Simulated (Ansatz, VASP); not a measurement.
## PbS: VASP beside Ansatz

File INCAR:

```
ALGO     = Normal         # electronic algorithm
EDIFF    = 1E-6           # SCF threshold, eV
ENCUT    = 500            # plane-wave cutoff, eV
GGA      = PE             # functional
GGA_COMPAT= F            
ISIF     = 2              # what is computed and relaxed
ISMEAR   = 0              # smearing method
LASPH    = T              # aspherical terms in the spheres
LCHARG   = T              # write CHGCAR
LELF     = T              # ELF
LREAL    = F              # projectors in reciprocal space
LVHAR    = T            
LWAVE    = F              # write WAVECAR
NBANDS   = 17             # bands
NELM     = 120            # most SCF steps
PREC     = Accurate       # precision mode
SIGMA    = 0.01           # smearing width, eV
```

KPOINTS

```
k-points
0
Gamma
  6 6 6
```

Contents of POSCAR:

```
PbS
1.0
    0.0000000000      3.0175639432      3.0175639432
    3.0175639432      0.0000000000      3.0175639432
    3.0175639432      3.0175639432      0.0000000000
Pb S
1 1
Direct
    0.0000000000      0.0000000000      0.0000000000
    0.5000000000      0.5000000000      0.5000000000
```

Input for Ansatz:

```yaml
crystal:
  lattice:
    - [0.0, 3.0175639431513446, 3.0175639431513446]
    - [3.0175639431513446, 0.0, 3.0175639431513446]
    - [3.0175639431513446, 3.0175639431513446, 0.0]
  atoms:
    - { symbol: Pb, position: [0.0, 0.0, 0.0] }
    - { symbol: S, position: [0.5, 0.5, 0.5] }
basis:
  ecutwfc: 500.0
kpoints:
  mp_grid:
    grid: [6, 6, 6]
hamiltonian:
  xc: pbe
scf:
  occupations:
    method: fixed
output:
  stress: true
```

Alike in both runs: task single point; functional PBE; k mesh 6 × 6 × 6; no spin polarisation.

```csv
,VASP,Ansatz
version,VASP 6.6.1,Ansatz 0.2.0
potentials or method,"VASP PAW PBE potentials, release 64 (Pb_d, S), cutoff 500 eV","plane waves, PAW"
occupations,"gaussian, width 0.01 eV",fixed
valence electrons in the cell,20,20
```

|  | VASP | Ansatz | Ansatz less VASP |
| --- | --- | --- | --- |
| pressure (GPa) | -0.8 | -0.7 | +0.06 |

Spin-orbit coupling is off throughout.
